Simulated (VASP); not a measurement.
# Sr5Y in VASP: single point with PBE

Aim: the single point of Sr5Y with PBE.

All numbers are computed with VASP 6.6.1; they aren't measurements. Logs are shortened: lines on timing, memory, paths and dates and some standing lists are left out, and cuts for length are marked.

### Step 1. The cell of the first run

The cell holds a slab with vacuum, 6 atoms: a = 4.270 Å, b = 4.270 Å, c = 35.096 Å, α = 90.00°, β = 90.00°, γ = 90.00°.

### Step 2. Single point, PBE

The input, INCAR:

```
  PREC = Accurate
  ENCUT = 520
  EDIFF = 1E-7
  ISMEAR = -1
  SIGMA = 0.05
  LREAL = F
  LASPH = T
  NELM = 100
  ALGO = Normal
  ISIF = 2
  LWAVE = F
  LCHARG = F
  LDIPOL = T
  IDIPOL = 3
  DIPOL = 0.5 0.5 0.500
  GGA = PE
  NBANDS = 40
```

The input, KPOINTS:

```
regular mesh
0
Gamma
  9 9 1
```

The input, POSCAR:

```
Sr5Y
1.0
    4.2697043870      0.0000000000      0.0000000000
    0.0000000000      4.2697043870      0.0000000000
    0.0000000000      0.0000000000     35.0957000000
Sr Y
5 1
Direct
    0.2500000000      0.2500000000      0.2874821881
    0.7500000000      0.7500000000      0.3716427093
    0.7500000000      0.7500000000      0.5428144995
    0.2500000000      0.2500000000      0.6283572617
    0.7500000000      0.7500000000      0.7125178059
    0.2500000000      0.2500000000      0.4571855354
```

Potentials or basis: VASP PAW PBE potentials, release 64 (Sr_sv, Y_sv).

Command:

```bash
> cat potpaw_PBE.64/Sr_sv/POTCAR potpaw_PBE.64/Y_sv/POTCAR > POTCAR
> mpirun -np 1 vasp_std > vasp.out
```

OUTCAR:

```text
PREC = Accurate
   ENCUT = 520
   EDIFF = 1E-7
   ISMEAR = -1
   LREAL = F
   LASPH = T
   NELM = 100
   ISIF = 2
   GGA = PE

 ion  position               nearest neighbor table
   1  0.250  0.250  0.287-   2 4.22   2 4.22   2 4.22   2 4.22
   2  0.750  0.750  0.372-   1 4.22   1 4.22   1 4.22   1 4.22   6 4.26   6 4.26   6 4.26   6 4.26

   3  0.750  0.750  0.543-   4 4.26   4 4.26   4 4.26   4 4.26   6 4.26   6 4.26   6 4.26   6 4.26

   4  0.250  0.250  0.628-   5 4.22   5 4.22   5 4.22   5 4.22   3 4.26   3 4.26   3 4.26   3 4.26

   5  0.750  0.750  0.713-   4 4.22   4 4.22   4 4.22   4 4.22
   6  0.250  0.250  0.457-   2 4.26   2 4.26   2 4.26   2 4.26   3 4.26   3 4.26   3 4.26   3 4.26

  LATTYP: Found a simple tetragonal cell.
 ALAT       =     4.2697043870
 C/A-ratio  =     8.2197025412

  Lattice vectors:

 A1 = (   4.2697043870,   0.0000000000,   0.0000000000)
 A2 = (   0.0000000000,   4.2697043870,   0.0000000000)
 A3 = (   0.0000000000,   0.0000000000,  35.0957000000)

Analysis of symmetry for initial positions (statically):
=====================================================================
 Subroutine PRICEL returns:
 Original cell was already a primitive cell.

 Routine SETGRP: Setting up the symmetry group for a
 simple tetragonal supercell.

 Subroutine GETGRP returns: Found  8 space group operations
 (whereof  2 operations were pure point group operations)
 out of a pool of 16 trial point group operations.

The static configuration has the point symmetry C_1h.
 The point group associated with its full space group is C_4v.

Analysis of symmetry for dynamics (positions and initial velocities):
=====================================================================
 Subroutine PRICEL returns:
 Original cell was already a primitive cell.

 Routine SETGRP: Setting up the symmetry group for a
 simple tetragonal supercell.

 Subroutine GETGRP returns: Found  8 space group operations
 (whereof  2 operations were pure point group operations)
 out of a pool of 16 trial point group operations.

The dynamic configuration has the point symmetry C_1h.
 The point group associated with its full space group is C_4v.

 Subroutine INISYM returns: Found  8 space group operations
 (whereof  2 operations are pure point group operations),
 and found     1 'primitive' translations

----------------------------------------------------------------------------------------

                                     Primitive cell

  volume of cell :     639.8078

  direct lattice vectors                    reciprocal lattice vectors
     4.269704387  0.000000000  0.000000000     0.234208252  0.000000000  0.000000000
     0.000000000  4.269704387  0.000000000     0.000000000  0.234208252  0.000000000
     0.000000000  0.000000000 35.095700000     0.000000000  0.000000000  0.028493519

  length of vectors
     4.269704387  4.269704387 35.095700000     0.234208252  0.234208252  0.028493519

  position of ions in fractional coordinates (direct lattice)
     0.250000000  0.250000000  0.287482188
     0.750000000  0.750000000  0.371642709
     0.750000000  0.750000000  0.542814499
     0.250000000  0.250000000  0.628357262
     0.750000000  0.750000000  0.712517806
     0.250000000  0.250000000  0.457185535

  ion indices of the primitive-cell ions
   primitive index   ion index
                 1           1
                 2           2
                 3           3
                 4           4
                 5           5
                 6           6

----------------------------------------------------------------------------------------

 KPOINTS: regular mesh

Automatic generation of k-mesh.
 Grid dimensions read from file:
 generate k-points for:    9    9    1

 Generating k-lattice:

  Cartesian coordinates                     Fractional coordinates (reciprocal lattice)
     0.026023139  0.000000000  0.000000000     0.111111111  0.000000000  0.000000000
     0.000000000  0.026023139  0.000000000     0.000000000  0.111111111  0.000000000
     0.000000000  0.000000000  0.028493519     0.000000000  0.000000000  1.000000000

  Length of vectors
     0.026023139  0.026023139  0.028493519

  Shift w.r.t. Gamma in fractional coordinates (k-lattice)
     0.000000000  0.000000000  0.000000000

 Subroutine IBZKPT returns following result:
 ===========================================

 Found     15 irreducible k-points:

 Following reciprocal coordinates:
            Coordinates               Weight
  0.000000  0.000000  0.000000      1.000000
  0.111111  0.000000  0.000000      4.000000
  0.222222  0.000000  0.000000      4.000000
  0.333333  0.000000  0.000000      4.000000
  0.444444  0.000000  0.000000      4.000000
  0.111111  0.111111  0.000000      4.000000
  0.222222  0.111111  0.000000      8.000000
  0.333333  0.111111  0.000000      8.000000
  0.444444  0.111111  0.000000      8.000000
  0.222222  0.222222  0.000000      4.000000
  0.333333  0.222222  0.000000      8.000000
  0.444444  0.222222  0.000000      8.000000
  0.333333  0.333333  0.000000      4.000000
  0.444444  0.333333  0.000000      8.000000
  0.444444  0.444444  0.000000      4.000000
   k-points           NKPTS =     15   k-points in BZ     NKDIM =     15   number of bands    NBANDS=     40
   number of dos      NEDOS =    301   number of ions     NIONS =      6
   total plane-waves  NPLWV = 276480
   dimension x,y,z NGX =    32 NGY =   32 NGZ =  270
   dimension x,y,z NGXF=    64 NGYF=   64 NGZF=  540
   ions per type =               5   1
   NGX,Y,Z   is equivalent  to a cutoff of  12.46, 12.46, 12.79 a.u.
   NGXF,Y,Z  is equivalent  to a cutoff of  24.92, 24.92, 25.58 a.u.
 SYSTEM =  unknown system
   PREC   = accura    normal or accurate (medium, high low for compatibility)
   ISTART =      0    job   : 0-new  1-cont  2-samecut
   ICHARG =      2    charge: 1-file 2-atom 10-const
   ISPIN  =      1    spin polarized calculation?
   LNONCOLLINEAR =      F non collinear calculations
   LSORBIT =      F    spin-orbit coupling
   LASPH  =      T    aspherical Exc in radial PAW
   ENCUT  =  520.0 eV  38.22 Ry    6.18 a.u.   7.94  7.94 65.25*2*pi/ulx,y,z
   NELM   =    100;   NELMIN=  2; NELMDL= -5     # of ELM steps
   EDIFF  = 0.1E-06   stopping-criterion for ELM
   LREAL  =      F    real-space projection
   EDIFFG = 0.1E-05   stopping-criterion for IOM
   NSW    =      0    number of steps for IOM
   IBRION =     -1    ionic relax: 0-MD 1-quasi-New 2-CG
   NFREE  =      0    steps in history (QN), initial steepest desc. (CG)
   ISIF   =      2    stress and relaxation
   ISYM   =      2    0-nonsym 1-usesym 2-fastsym
   POTIM  = 0.5000    time-step for ionic-motion
   TEBEG  =    0.0;   TEEND  =   0.0 temperature during run
   PSTRESS=    0.0 pullay stress
   NELECT =      61.0000    total number of electrons
   NUPDOWN=      -1.0000    fix difference up-down
   EMIN   =  10.00;   EMAX   =-10.00  energy-range for DOS
   EFERMI =   0.00;   METHOD = LEGACY
   ISMEAR =    -1;   SIGMA  =   0.05  broadening in eV -4-tet -1-fermi 0-gaus
   EFERMI_NEDOS =   21; number of points for ismear=-14 and -15
   IALGO  =     38    algorithm
   IMIX   =      4    mixing-type and parameters
     AMIX     =   0.40;   BMIX     =  1.00
     AMIX_MAG =   1.60;   BMIX_MAG =  1.00
  volume/ion in A,a.u.               =     106.63       719.61
  Fermi-wavevector in a.u.,A,eV,Ry     =   0.747885  1.413298  7.610177  0.559332
  Thomas-Fermi vector in A             =   1.844044
   LORBIT       =      0    0 simple, 1 ext, 2 COOP (PROOUT), +10 PAW based schemes
   GGA     = PE    functional components
   LHFCALC =     F    Hartree Fock is set to
   AEXX    =    0.0000 exact exchange contribution
   IVDW    =     0    specifies the selected vdW correction
   LEPSILON=     F    determine dielectric tensor
   LRPA    =     F    only Hartree local field effects (RPA)
 non-spin polarized calculation
  energy-cutoff  :      520.00
  volume of cell :      639.81
 maximum number of plane-waves:     17301
 NGX is ok and might be reduce to    32
   NGX = 15   NGY = 15   NGZ =131

 dipolmoment           0.000000      0.000000     -0.000513 electrons x Angstroem

 number of electron      61.0000000 magnetization

 dipolmoment           0.000000      0.000000      0.002682 electrons x Angstroem

 Free energy of the ion-electron system (eV)
  ---------------------------------------------------
  ext. energy  EPLUGINS =         0.00000000
  ---------------------------------------------------
  free energy    TOTEN  =       -12.89983937 eV

  energy without entropy =      -12.79849942  energy(sigma->0) =      -12.84916939

 E-fermi :  -0.3709     XC(G=0):  -4.2826

 val. band max:       -0.3828338181   @ k =   0.4444   0.3333   0.0000
 cond. band min:      -0.3578916446   @ k =   0.4444   0.1111   0.0000
 fundamental gap:      0.0249421735
 Fermi energy:        -0.3709246041

 k-point     1 :       0.0000    0.0000    0.0000
  band No.  band energies     occupation
      1     -44.5515      2.00000
      2     -37.5039      2.00000
      3     -37.4924      2.00000
      4     -36.9334      2.00000
      5     -36.8567      2.00000
      6     -36.7819      2.00000
[... 32 lines left out ...]
     39       1.1125      0.00000
     40       1.1125      0.00000

 k-point     2 :       0.1111    0.0000    0.0000
  band No.  band energies     occupation
      1     -44.5513      2.00000
      2     -37.5034      2.00000
      3     -37.4919      2.00000
      4     -36.9328      2.00000
      5     -36.8562      2.00000
      6     -36.7813      2.00000
[... 32 lines left out ...]
     39       1.0481      0.00000
     40       1.1307      0.00000

 k-point     3 :       0.2222    0.0000    0.0000
  band No.  band energies     occupation
      1     -44.5508      2.00000
      2     -37.5021      2.00000
      3     -37.4905      2.00000
      4     -36.9314      2.00000
      5     -36.8549      2.00000
      6     -36.7800      2.00000
[... 32 lines left out ...]
     39       0.9371      0.00000
     40       1.1689      0.00000

 k-point     4 :       0.3333    0.0000    0.0000
  band No.  band energies     occupation
      1     -44.5502      2.00000
      2     -37.5005      2.00000
      3     -37.4890      2.00000
      4     -36.9297      2.00000
      5     -36.8535      2.00000
      6     -36.7784      2.00000
[... 32 lines left out ...]
     39       1.0325      0.00000
     40       1.1498      0.00000
[... 385 lines left out ...]
     39       0.4102      0.00000
     40       0.5242      0.00000

 k-point    14 :       0.4444    0.3333    0.0000
  band No.  band energies     occupation
      1     -44.5485      2.00000
      2     -37.4962      2.00000
      3     -37.4847      2.00000
      4     -36.9252      2.00000
      5     -36.8491      2.00000
      6     -36.7740      2.00000
[... 32 lines left out ...]
     39       0.4665      0.00000
     40       0.5857      0.00000

 k-point    15 :       0.4444    0.4444    0.0000
  band No.  band energies     occupation
      1     -44.5482      2.00000
      2     -37.4952      2.00000
      3     -37.4837      2.00000
      4     -36.9242      2.00000
      5     -36.8481      2.00000
      6     -36.7730      2.00000
[... 32 lines left out ...]
     39       0.4856      0.00000
     40       0.4922      0.00000

------------------------ aborting loop because EDIFF is reached ----------------------------------------

 vacuum level on the upper side and lower side of the slab       (xc-potential included)        -0.030        -0.018

  FORCE on cell =-STRESS in cart. coord.  units (eV):
  Direction    XX          YY          ZZ          XY          YZ          ZX
  --------------------------------------------------------------------------------------
  -------------------------------------------------------------------------------------
  Total       -3.1909450     -3.1909450     -2.5791054      0.0000000      0.0000000      0.0000000
  in kB       -7.9906181     -7.9906181     -6.4584773      0.0000000      0.0000000      0.0000000
  external PRESSURE =      -7.4799045 kB  Pullay stress =       0.0000000 kB

 VOLUME and BASIS-vectors are now :
 -----------------------------------------------------------------------------
  energy-cutoff  :      520.00
  volume of cell :      639.81
      direct lattice vectors                 reciprocal lattice vectors
     4.269704387  0.000000000  0.000000000     0.234208252  0.000000000  0.000000000
     0.000000000  4.269704387  0.000000000     0.000000000  0.234208252  0.000000000
     0.000000000  0.000000000 35.095700000     0.000000000  0.000000000  0.028493519

 POSITION                                       TOTAL-FORCE (eV/Angst)
 -----------------------------------------------------------------------------------
      1.06743      1.06743     10.08939         0.000000      0.000000     -0.037682
      3.20228      3.20228     13.04306         0.000000      0.000000      0.504406
      3.20228      3.20228     19.05045        -0.000000      0.000000     -0.519316
      1.06743      1.06743     22.05264         0.000000     -0.000000      0.038828
      3.20228      3.20228     25.00631        -0.000000     -0.000000      0.006066
      1.06743      1.06743     16.04525         0.000000      0.000000      0.007698
 -----------------------------------------------------------------------------------
    total drift:                                0.000000      0.000000      0.000205

  FREE ENERGIE OF THE ION-ELECTRON SYSTEM (eV)
  ---------------------------------------------------
  free  energy   TOTEN  =       -12.8998393678 eV

  energy  without entropy=      -12.7984994215  energy(sigma->0) =      -12.84916939

 vacuum level on the upper side and lower side of the slab         2.083         2.094
```

It took 34 min on 1 thread of Intel Xeon Platinum 8259CL at 2.50GHz (Skylake/Cascade Lake), shared host; peak memory 0.81 GiB.

Results:

* Free energy: -12.8998 eV
* Largest force: 0.519 eV/Å
* Band gap on the k mesh: zero (an odd number of electrons rules out a gap without spin polarisation)

Forces on the atoms (eV/Å):
```
Sr   0.000  0.000 -0.038
Sr   0.000  0.000  0.504
Sr   0.000  0.000 -0.519
Sr   0.000  0.000  0.039
Sr   0.000  0.000  0.006
Y    0.000  0.000  0.008
```

The gap in the log of VASP goes by the Fermi energy; the results here count the filled bands.